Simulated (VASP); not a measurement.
**TePb4Se3: single point with PBE**

The system is TePb4Se3.

```xyz
8
Lattice="4.4693 0.0000 0.0000 0.0000 4.4693 0.0000 0.0000 0.0000 12.6104" Properties=species:S:1:pos:R:3 pbc="T T T"
Te    0.0000    0.0000    0.0000
Pb    0.0000    0.0000    9.3633
Pb    2.2346    2.2346    0.0000
Pb    0.0000    0.0000    3.2471
Pb    2.2346    2.2346    6.3052
Se    2.2346    2.2346    3.1813
Se    0.0000    0.0000    6.3052
Se    2.2346    2.2346    9.4291
```

| Quantity | Value |
| --- | --- |
| Program | VASP 6.6.1 |
| Task | single point |
| Functional | PBE |
| Potentials or basis | VASP PAW PBE potentials, release 64 (Te, Pb_d, Se) |
| Cutoff | 520 eV |
| k mesh | 4 × 4 × 2 |
| Occupations | gaussian, width 0.1 eV |
| Spin | no spin polarisation |
| Dipole correction | no |
| Further INCAR settings | ALGO = Normal; EDIFF = 1e-07; NBANDS = 50 |

```json
{
  "Pressure": "0.0 GPa",
  "Band gap on the k mesh": "0.27 eV, direct"
}
```

Levels at points of the mesh, in eV from the valence-band top:
```tsv
k point	band 36	band 37	band 38	band 39	band 40	band 41	band 42	band 43	band 44	band 45
(0.00, 0.00, 0.00)	-1.67	-1.58	-1.58	-1.48	-1.38	2.30	2.40	3.66	4.28	4.28
(0.50, 0.00, 0.00)	-0.94	-0.79	-0.72	-0.12	0.00	0.27	0.55	1.40	1.43	1.46
(0.50, 0.50, 0.00)	-2.85	-2.85	-2.83	-0.74	-0.53	1.76	1.84	3.71	3.71	4.58
(0.00, 0.00, 0.50)	-1.82	-1.77	-1.77	-1.07	-0.72	2.35	2.63	3.75	4.03	4.19
(0.50, 0.00, 0.50)	-0.96	-0.74	-0.66	-0.59	-0.24	0.89	0.92	1.01	1.32	1.56
(0.50, 0.50, 0.50)	-3.10	-2.13	-2.05	-1.93	-1.84	3.38	3.61	3.77	3.81	3.96
```

Run time: 3.3 min on 1 thread of Intel(R) Xeon(R) Platinum 8259CL CPU @ 2.50GHz (Skylake/Cascade Lake), on a shared host, peak memory 0.42 GiB.

Caveat: spin-orbit coupling is left out, which moves the levels of the heavy elements. A k mesh can miss the band edges.
